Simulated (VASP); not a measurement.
Here is a VASP 6.6.1 calculation.

INCAR

```
SYSTEM = Os
  PREC = Accurate
  ENCUT = 600
  EDIFF = 1E-6
  ISMEAR = 1
  SIGMA = 0.05
  LREAL = .FALSE.
  LASPH = .TRUE.
  NELM = 120
  ALGO = Normal
  ISIF = 2
  LWAVE = .FALSE.
  LCHARG = .FALSE.
  NBANDS = 15
  GGA_COMPAT = .FALSE.
```

File KPOINTS:

```
Automatic mesh
0
G
  9 9 5
  0 0 0
```

The input POSCAR:

```
Os
1.0
    2.6930682645      0.0000000000      0.0000000000
   -1.3465341323      2.3322655312      0.0000000000
    0.0000000000      0.0000000000      4.2665487795
Os
2
Direct
    0.3333333333      0.6666666667      0.2500000000
    0.6666666667      0.3333333333      0.7500000000
```

Potentials or basis: VASP PAW LDA potentials, release 64 (Os).

Run with:

```sh
$ cat potpaw_LDA.64/Os/POTCAR > POTCAR
$ mpirun -np 1 vasp_std > vasp.out
```

(1) Estimate the band gap on the k mesh.

(2) Estimate the pressure.

## Answers

(1) zero (bands 8 and 9 overlap by 4.11 eV).

(2) 11.6 GPa.

Caveat: the cell stands under pressure; spin-orbit coupling is left out, which moves the levels of the heavy elements.
